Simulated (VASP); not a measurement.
SrO, 2 atoms in the cell. The structure is cubic, space group Fm-3m (No. 225). Conventional cell: a = 5.160 Å, b = 5.160 Å, c = 5.160 Å, α = 90.00°, β = 90.00°, γ = 90.00°. Within 3.4 Å of Sr (site symmetry m-3m) lie 6 O at 2.58 Å. Within 3.4 Å of O (site symmetry m-3m) lie 6 Sr at 2.58 Å. 

- Program: VASP 6.6.1
- Task: relaxation of cell and atoms
- Functional: HSE06
- Potentials or basis: VASP PAW PBE potentials, release 64 (Sr_sv, O)
- Cutoff: 600 eV
- k mesh: 6 × 6 × 6
- Occupations: fermi-dirac, width 0.02 eV
- Spin: no spin polarisation
- Dipole correction: no
- Grid for exact exchange (PRECFOCK): Normal
- Further INCAR settings: ALGO = Normal; EDIFF = 1e-06; IBRION = 2; EDIFFG = -0.005; NSW = 80; ISIF = 3
- Share of exact exchange: 0.25
- Screening parameter: 0.2079 1/Å

Potentials or basis: VASP PAW PBE potentials, release 64 (Sr_sv, O).

The run is started by

```console
$ cat potpaw_PBE.64/Sr_sv/POTCAR potpaw_PBE.64/O/POTCAR > POTCAR
$ cp INCAR.step1 INCAR
$ mpirun -np 1 vasp_std > vasp.out
$ cp INCAR.step2 INCAR
$ mpirun -np 1 vasp_std > vasp.out
```

Hardware: 1 thread of Oxide Virtual Turin-like Processor, on a shared host.

How long does it take, and how much memory?

Run time: 50 min on 1 thread of Oxide Virtual Turin-like Processor (shared host), peak memory 0.27 GiB. Counts: k points 16, ion steps 2.
